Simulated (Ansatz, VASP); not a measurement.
## One calculation of Fe, two programs

File INCAR:

```
SYSTEM = Fe
PREC     = Accurate       ! precision mode
ENCUT    = 520            ! plane-wave cutoff, eV
EDIFF    = 1E-6           ! SCF threshold, eV
ISMEAR   = 0              ! smearing method
SIGMA    = 0.1            ! smearing width, eV
LREAL    = .False.        ! projectors in reciprocal space
LASPH    = .True.         ! aspherical terms in the spheres
NELM     = 150            ! most SCF steps
ALGO     = Fast           ! electronic algorithm
ISIF     = 2              ! what is computed and relaxed
LWAVE    = .False.        ! write WAVECAR
LCHARG   = .True.         ! write CHGCAR
ISPIN    = 2              ! spin polarisation
MAGMOM   = 2.44           ! initial moments
LORBIT   = 11             ! projections on sites
LMAXMIX  = 4              ! l up to which the mixer works
GGA      = PE             ! functional
LELF     = .True.         ! ELF
LVHAR    = .True.       
NBANDS   = 14             ! bands
```

File KPOINTS:

```
regular mesh
0
Gamma
  20 20 20
  0 0 0
```

The input POSCAR:

```
Fe
1.0
   -1.4157898213      1.4157898213      1.4157898213
    1.4157898213     -1.4157898213      1.4157898213
    1.4157898213      1.4157898213     -1.4157898213
Fe
1
Direct
    0.0000000000      0.0000000000      0.0000000000
```

Input for Ansatz:

```yaml
crystal:
  lattice:
    - [-1.4157898213, 1.4157898213, 1.4157898213]
    - [1.4157898213, -1.4157898213, 1.4157898213]
    - [1.4157898213, 1.4157898213, -1.4157898213]
  atoms:
    - { symbol: Fe, position: [0.0, 0.0, 0.0], spin: 2.44 }
basis:
  ecutwfc: 420
kpoints:
  mp_grid: { grid: [20, 20, 20] }
  band_path:
    path:
      - [[0.0, 0.0, 0.0], [0.5, -0.5, 0.5], [0.0, 0.0, 0.5], [0.0, 0.0, 0.0], [0.25, 0.25, 0.25], [0.5, -0.5, 0.5]]
      - [[0.25, 0.25, 0.25], [0.0, 0.0, 0.5]]
    npoints: 14
hamiltonian:
  xc: pbe
scf:
  occupations: { method: gaussian, width: 0.1 }
  n_extra_bands: 6
output:
  forces: true
  stress: true
  eigenvalues: true
  populations: true
  dos: { projected: true, de: 0.02, nscf_kmesh: { grid: [30, 30, 30] } }
  bader: true
  write_density: true
  write_potential: true
  elf: true
  volumetric_format: npy
magnetization:
  spin_polarized: true
checkpoint:
  read: start.run
  write: ck
  compress: false
  write_wavefunctions: false
  write_every: 100000
```

Alike in both runs: task single point; functional PBE; k mesh 20 × 20 × 20; occupations gaussian, width 0.1 eV; collinear spin.

|  | VASP | Ansatz |
| --- | --- | --- |
| version | VASP 6.6.1 | Ansatz 0.2.0 |
| potentials or method | VASP PAW PBE potentials, release 64 (Fe), cutoff 520 eV | scalar-relativistic, plane waves, PAW |
| valence electrons in the cell | 8 | 16 |

Ansatz gave:

| Property | Result |
| --- | --- |
| gap on the k mesh at the Fermi level (eV) | none |
| pressure (GPa) | 0.0 |
| net moment per atom (μB) | 2.17 |
| size of the moment on the site where the two differ most (μB) | 2.22 |

Question: Estimate VASP's values.

Answer: gap on the k mesh at the Fermi level (eV): none; pressure (GPa): 0.0; net moment per atom (μB): 2.20; size of the moment on the site where the two differ most (μB): 2.19.

Site moments also hang on the region over which each program counts them. A gap of «none» marks a metal or a gap that the smearing closes. The functional is the same, so the differences come from potentials, cutoffs and numerics. VASP's potentials hold 8 valence electrons a cell and Ansatz's 16, so a difference there can come from the potentials and not from the codes. Ansatz's warnings: stability check not made.
